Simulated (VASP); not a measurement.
A run of VASP 6.6.1:

File INCAR:

```
  PREC = Accurate
  ENCUT = 520
  EDIFF = 1E-6
  ISMEAR = 0
  SIGMA = 0.1
  LREAL = False
  LASPH = True
  NELM = 100
  ALGO = Normal
  ISIF = 2
  LWAVE = False
  LCHARG = True
  GGA = PS
  LELF = True
  LVHAR = True
  NBANDS = 23
```

Contents of KPOINTS:

```
regular mesh
0
Gamma
  20 20 20
```

Contents of POSCAR:

```
Hf2Cd
1.0
   -1.5202030101      1.5202030101      6.7919429753
    1.5202030101     -1.5202030101      6.7919429753
    1.5202030101      1.5202030101     -6.7919429753
Hf Cd
2 1
Direct
    0.6712136702      0.6712136702      0.0000000000
    0.3287863298      0.3287863298      0.0000000000
    0.0000000000      0.0000000000      0.0000000000
```

Potentials or basis: VASP PAW PBE potentials, release 64 (Hf_pv, Cd).

Launch:

```bash
$ cat potpaw_PBE.64/Hf_pv/POTCAR potpaw_PBE.64/Cd/POTCAR > POTCAR
$ mpirun -np 1 vasp_std > vasp.out
```

Hardware: 1 thread of Intel(R) Xeon(R) 6975P-C (Granite Rapids), with other jobs on the host.

How long does it take, and how much memory?

Wall time 29 min on 1 thread of Intel(R) Xeon(R) 6975P-C (Granite Rapids), with other jobs on the host, peak memory 1.1 GiB. Counts: scf iterations 13, k points 641.
